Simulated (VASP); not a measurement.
Zr, 2 atoms in the cell. It takes space group P6_3/mmc (No. 194, hexagonal). Conventional cell: a = 3.232 Å, b = 3.232 Å, c = 5.147 Å, α = 90.00°, β = 90.00°, γ = 120.00°. Zr (site symmetry -6m2) has 12 Zr at 3.18 to 3.23 Å within 4.2 Å. 

| Property | Result |
| --- | --- |
| Program | VASP 6.6.1 |
| Task | single point |
| Functional | PBE |
| Potentials or basis | VASP PAW PBE potentials, release 64 (Zr_sv) |
| Cutoff | 520 eV |
| k mesh | 9 × 9 × 5 |
| Occupations | gaussian, width 0.013 eV |
| Spin | no spin polarisation |
| Dipole correction | no |
| Further INCAR settings | ALGO = Normal; EDIFF = 1e-06; NBANDS = 19 |

Potentials or basis: VASP PAW PBE potentials, release 64 (Zr_sv).

Run with:

```console
$ cat potpaw_PBE.64/Zr_sv/POTCAR > POTCAR
$ mpirun -np 1 vasp_std > vasp.out
```

Hardware: 1 thread of Intel(R) Xeon(R) 6975P-C (Granite Rapids), with other jobs on the host.

**Question.** Estimate the wall time of this run.

**Answer.** Run time: 8.7 s on 1 thread of Intel(R) Xeon(R) 6975P-C (Granite Rapids), with other jobs on the host, peak memory 0.16 GiB. Counts: scf iterations 11, k points 36.
